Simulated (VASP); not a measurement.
# LiPr3N2 (P-3m1) in VASP: notebook, part 2 of 2

VASP 6.6.1.

## (5) Single point, PBE (21.34 Å³/atom)

This run uses another cell than the first one, of 21.34 Å³/atom.

INCAR reads:

```
SYSTEM = LiPr3N2
PREC = Accurate ; ENCUT = 750
EDIFF = 1E-6 ; ISMEAR = 0
SIGMA = 0.1 ; LREAL = .False.
LASPH = .True. ; NELM = 200
ALGO = Normal ; ISIF = 2
LWAVE = .False. ; LCHARG = .False.
GGA = PE ; NBANDS = 32
GGA_COMPAT = .False. ; LMAXMIX = 6
```

KPOINTS reads:

```
regular mesh
0
Gamma
  12 12 4
  0 0 0
```

POSCAR reads:

```
LiPr3N2
1.0
    3.6055345198      0.0000000000      0.0000000000
   -1.8027672599      3.1224844884      0.0000000000
    0.0000000000      0.0000000000     11.3732072419
Li Pr N
1 3 2
Direct
    0.0000000000      0.0000000000      0.0000000000
    0.3333333333      0.6666666667      0.2470249845
    0.6666666667      0.3333333333      0.7529750155
    0.0000000000      0.0000000000      0.5000000000
    0.3333333333      0.6666666667      0.6396158898
    0.6666666667      0.3333333333      0.3603841102
```

Potentials or basis: VASP PAW PBE potentials, release 64 (Li_sv, Pr_3, N), 4f in core.

Started as:

```console
$ cat potpaw_PBE.64/Li_sv/POTCAR potpaw_PBE.64/Pr_3/POTCAR potpaw_PBE.64/N/POTCAR > POTCAR
$ mpirun -np 1 vasp_std > vasp.out
```

OUTCAR:

```text
SYSTEM = LiPr3N2
   PREC = Accurate
   ENCUT = 750
   EDIFF = 1E-6
   ISMEAR = 0
   LREAL = .False.
   LASPH = .True.
   NELM = 200
   ISIF = 2
   GGA = PE

 ion  position               nearest neighbor table
   1  0.000  0.000  0.000-
   2  0.333  0.667  0.247-   6 2.45   6 2.45   6 2.45   4 3.55   4 3.55   4 3.55
   3  0.667  0.333  0.753-   5 2.45   5 2.45   5 2.45   4 3.55   4 3.55   4 3.55
   4  0.000  0.000  0.500-   5 2.62   6 2.62   6 2.62   5 2.62   6 2.62   5 2.62   2 3.55   3 3.55
                             2 3.55   3 3.55   3 3.55   2 3.55
   5  0.333  0.667  0.640-   3 2.45   3 2.45   3 2.45   4 2.62   4 2.62   4 2.62
   6  0.667  0.333  0.360-   2 2.45   2 2.45   2 2.45   4 2.62   4 2.62   4 2.62

  LATTYP: Found a hexagonal cell.
 ALAT       =     3.6055345198
 C/A-ratio  =     3.1543748034

  Lattice vectors:

 A1 = (   3.6055345198,   0.0000000000,   0.0000000000)
 A2 = (  -1.8027672599,   3.1224844884,   0.0000000000)
 A3 = (   0.0000000000,   0.0000000000,  11.3732072419)

Analysis of symmetry for initial positions (statically):
=====================================================================
 Subroutine PRICEL returns:
 Original cell was already a primitive cell.

 Routine SETGRP: Setting up the symmetry group for a
 hexagonal supercell.

 Subroutine GETGRP returns: Found 12 space group operations
 (whereof 12 operations were pure point group operations)
 out of a pool of 24 trial point group operations.

The static configuration has the point symmetry D_3d.

Analysis of symmetry for dynamics (positions and initial velocities):
=====================================================================
 Subroutine PRICEL returns:
 Original cell was already a primitive cell.

 Routine SETGRP: Setting up the symmetry group for a
 hexagonal supercell.

 Subroutine GETGRP returns: Found 12 space group operations
 (whereof 12 operations were pure point group operations)
 out of a pool of 24 trial point group operations.

The dynamic configuration has the point symmetry D_3d.

[... 129 lines left out ...]
  Thomas-Fermi vector in A             =   2.300341
   LORBIT       =      0    0 simple, 1 ext, 2 COOP (PROOUT), +10 PAW based schemes
   GGA     = PE    functional components
   LHFCALC =     F    Hartree Fock is set to
   AEXX    =    0.0000 exact exchange contribution
   IVDW    =     0    specifies the selected vdW correction
   LEPSILON=     F    determine dielectric tensor
   LRPA    =     F    only Hartree local field effects (RPA)
 non-spin polarized calculation
 Gauss-broadening in eV      SIGMA  =   0.10
  energy-cutoff  :      750.00
  volume of cell :      128.04
 maximum number of plane-waves:      6018
   NGX = 17   NGY = 17   NGZ = 51

 number of electron      45.9999999 magnetization

 Free energy of the ion-electron system (eV)
  ---------------------------------------------------
  ext. energy  EPLUGINS =         0.00000000
  ---------------------------------------------------
  free energy    TOTEN  =       -37.58851529 eV

  energy without entropy =      -37.56378336  energy(sigma->0) =      -37.57614932

 E-fermi :   3.9975     XC(G=0):  -9.7925

 val. band max:        3.9969506148   @ k =   0.4167   0.1667   0.0000
 cond. band min:       4.0016607176   @ k =   0.3333   0.2500   0.0000
 fundamental gap:      0.0047101028
 Fermi energy:         3.9975482425

 k-point     1 :       0.0000    0.0000    0.0000
  band No.  band energies     occupation
      1     -42.5759      2.00000
      2     -32.3701      2.00000
      3     -32.3580      2.00000
      4     -31.7233      2.00000
      5     -15.3260      2.00000
      6     -14.7723      2.00000
[... 829 lines left out ...]
     31       7.3287      0.00000
     32       7.6566      0.00000

 [... further k-points ...]

------------------------ aborting loop because EDIFF is reached ----------------------------------------

  FORCE on cell =-STRESS in cart. coord.  units (eV):
  Direction    XX          YY          ZZ          XY          YZ          ZX
  --------------------------------------------------------------------------------------
  -------------------------------------------------------------------------------------
  Total        2.9332364      2.9332364      2.9626628      0.0000000     -0.0000000      0.0000000
  in kB       36.7032692     36.7032692     37.0714786      0.0000000     -0.0000000      0.0000000
  external PRESSURE =      36.8260056 kB  Pullay stress =       0.0000000 kB

 VOLUME and BASIS-vectors are now :
 -----------------------------------------------------------------------------
  energy-cutoff  :      750.00
  volume of cell :      128.04
      direct lattice vectors                 reciprocal lattice vectors
     3.605534520  0.000000000  0.000000000     0.277351387  0.160128898  0.000000000
    -1.802767260  3.122484488  0.000000000     0.000000000  0.320257796  0.000000000
     0.000000000  0.000000000 11.373207242     0.000000000  0.000000000  0.087925945

 POSITION                                       TOTAL-FORCE (eV/Angst)
 -----------------------------------------------------------------------------------
      0.00000      0.00000      0.00000        -0.000000      0.000000     -0.000000
     -0.00000      2.08166      2.80947        -0.000000      0.000000      0.007875
      1.80277      1.04083      8.56374         0.000000     -0.000000     -0.007875
      0.00000      0.00000      5.68660        -0.000000      0.000000     -0.000000
     -0.00000      2.08166      7.27448        -0.000000      0.000000      0.009059
      1.80277      1.04083      4.09872        -0.000000      0.000000     -0.009059
 -----------------------------------------------------------------------------------
    total drift:                               -0.000000      0.000000     -0.000000

  FREE ENERGIE OF THE ION-ELECTRON SYSTEM (eV)
  ---------------------------------------------------
  free  energy   TOTEN  =       -37.5885152907 eV

  energy  without entropy=      -37.5637833561  energy(sigma->0) =      -37.57614932
```

stdout:

```text
POSCAR found type information on POSCAR LiPrN
 POSCAR found :  3 types and       6 ions
 scaLAPACK will be used
 LDA part: xc-table for (Slater+PW92), standard interpolation
 POSCAR, INCAR and KPOINTS ok, starting setup
 FFT: planning ... GRIDC
 FFT: planning ... GRID_SOFT
 FFT: planning ... GRID
 WAVECAR not read
 entering main loop
```

Run time: 4.4 min. Hardware: 1 thread of Intel Xeon 6975P-C (Granite Rapids), shared host; peak memory 0.6 GiB.

What came out:

```
Free energy            : -37.5885 eV
Pressure               : 3.7 GPa
Largest force          : 0.009 eV/Å
Band gap on the k mesh : zero (bands 23 and 24 overlap by 0.33 eV)
```

Forces on the atoms (eV/Å):
```
Li   0.000  0.000  0.000
Pr   0.000  0.000  0.008
Pr   0.000  0.000 -0.008
Pr   0.000  0.000  0.000
N    0.000  0.000  0.009
N    0.000  0.000 -0.009
```

Levels at points of the mesh, in eV from the Fermi level:
```csv
k point,band 19,band 20,band 21,band 22,band 23,band 24,band 25,band 26,band 27,band 28
"(0.00, 0.00, 0.00)",-3.50,-2.81,-2.81,-2.50,-0.43,0.67,1.50,1.50,1.79,1.85
"(0.50, 0.00, 0.00)",-3.25,-2.43,-2.40,-1.41,-0.05,0.10,0.71,0.95,2.13,3.19
"(0.00, 0.00, 0.50)",-3.50,-2.81,-2.81,-2.29,-0.86,1.09,1.51,1.51,1.56,2.21
"(0.50, 0.00, 0.50)",-3.21,-2.43,-2.38,-1.37,-0.07,-0.07,0.68,0.95,2.61,2.83
```

Caveat: the cell stands under pressure; spin-orbit coupling is left out, which moves the levels of the heavy elements; the 4f electrons are frozen in the core, so they carry no moment and show no levels; the run has no spin polarisation, though such a crystal can be magnetic. With open d or f shells a metallic result of PBE can be an artefact of self-interaction; +U or a hybrid may open a gap.

## (6) Overview

| cell | gap on the mesh (eV) | pressure (GPa) | largest force (eV/Å) |
| --- | --- | --- | --- |
| a = 3.644, b = 3.644, c = 11.870 Å, angles 90.0, 90.0, 120.0°, 6 atoms, atomic positions A | none | 1.1 | 0.01 |
| a = 3.665, b = 3.665, c = 12.097 Å, angles 90.0, 90.0, 120.0°, 6 atoms, atomic positions B | none | -0.1 | 0.01 |
| a = 3.664, b = 3.664, c = 12.098 Å, angles 90.0, 90.0, 120.0°, 6 atoms, atomic positions B | none | -0.1 | 0.01 |
| a = 3.606, b = 3.606, c = 11.373 Å, angles 90.0, 90.0, 120.0°, 6 atoms, atomic positions C | none | 3.7 | 0.01 |

Alike in all rows: task single point; level PBE; potentials or basis VASP PAW PBE potentials, release 64 (Li_sv, Pr_3, N), 4f in core; no spin polarisation; k mesh 12 × 12 × 4; cutoff (eV) 750; smearing gaussian 0.1 eV.

Caveats: spin-orbit coupling is left out, which moves the levels of the heavy elements; the 4f electrons are frozen in the core, so they carry no moment and show no levels; the run has no spin polarisation, though such a crystal can be magnetic; the cell stands under pressure (at least some runs).

Absolute energies hang on the potentials; compare differences alone.
